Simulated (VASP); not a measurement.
Wanted: the native input for a VASP 6.6.1 run.

- Task: electric field gradients
- Functional: PBE
- Potentials or basis: VASP PAW PBE potentials, release 64 (Rb_sv)
- Cutoff: 520 eV
- k mesh: 8 × 8 × 8
- Occupations: fermi-dirac, width 0.05 eV
- Spin: no spin polarisation
- Dipole correction: no
- Further INCAR settings: ALGO = Normal; EDIFF = 1e-08; NBANDS = 10

The structure of Rb lies in POSCAR:

```
Rb
1.0
   -2.7776546277      2.7776546277      2.7776546277
    2.7776546277     -2.7776546277      2.7776546277
    2.7776546277      2.7776546277     -2.7776546277
Rb
1
Direct
    0.0000000000      0.0000000000      0.0000000000
```

This cell differs from its parent crystal: volume scaled by 0.97.

These files were run (other wordings do the same):

INCAR

```
ALGO = Normal
EDIFF = 1E-8
ENCUT = 520
GGA = PE
ISIF = 2
ISMEAR = -1
LASPH = True
LCHARG = False
LEFG = True
LREAL = False
LWAVE = False
NBANDS = 10
NELM = 80
PREC = Accurate
SIGMA = 0.05
```

KPOINTS

```
k-points
0
Gamma
  8 8 8
```

Potentials or basis: VASP PAW PBE potentials, release 64 (Rb_sv).

The run is started by

```console
$ cat potpaw_PBE.64/Rb_sv/POTCAR > POTCAR
$ mpirun -np 1 vasp_std > vasp.out
```

It gave:

```
Pressure : 0.2 GPa
```

Caveat: without QUAD_EFG the Cq values of the log hold for a quadrupole moment of 1 mb, not for the nuclei.

Run time: 11 s on 1 thread of Intel(R) Xeon(R) Platinum 8488C (Sapphire Rapids), with other jobs on the host, peak memory 0.19 GiB.
